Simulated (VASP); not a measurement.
Crystal: CdF2.

```xyz
3
Lattice="0.0000 2.6390 2.6390 2.6390 0.0000 2.6390 2.6390 2.6390 0.0000" Properties=species:S:1:pos:R:3 pbc="T T T"
Cd    0.0000    0.0000    0.0000
F     3.9585    3.9585    3.9585
F     1.3195    1.3195    1.3195
```

This cell differs from its parent crystal: volume scaled by 0.94.

Base run:

- Program: VASP 6.6.1
- Functional: LDA
- Potentials or basis: VASP PAW LDA potentials, release 64 (Cd, F)
- Cutoff: 520 eV
- k mesh: 9 × 9 × 9
- Occupations: fermi-dirac, width 0.05 eV
- Spin: no spin polarisation

Its results: band gap on the k mesh 3.04 eV, indirect (least direct gap 3.41 eV); pressure 2.7 GPa.

**Question.** The run is repeated on the same cell with these changes: potentials or basis from VASP PAW LDA potentials, release 64 (Cd, F) to VASP PAW LDA potentials, release 64 (Cd_sv_GW, F); cutoff from 520 eV to 600 eV; further incar settings from ALGO = Normal; EDIFF = 1e-06; NBANDS = 20 to ALGO = Normal; EDIFF = 1e-06; NBANDS = 24; valence electrons from 26 to 34. What comes out?

**Answer.** Band gap on the k mesh 3.06 eV, indirect (least direct gap 3.43 eV); pressure 0.9 GPa.

A k mesh can miss the band edges.
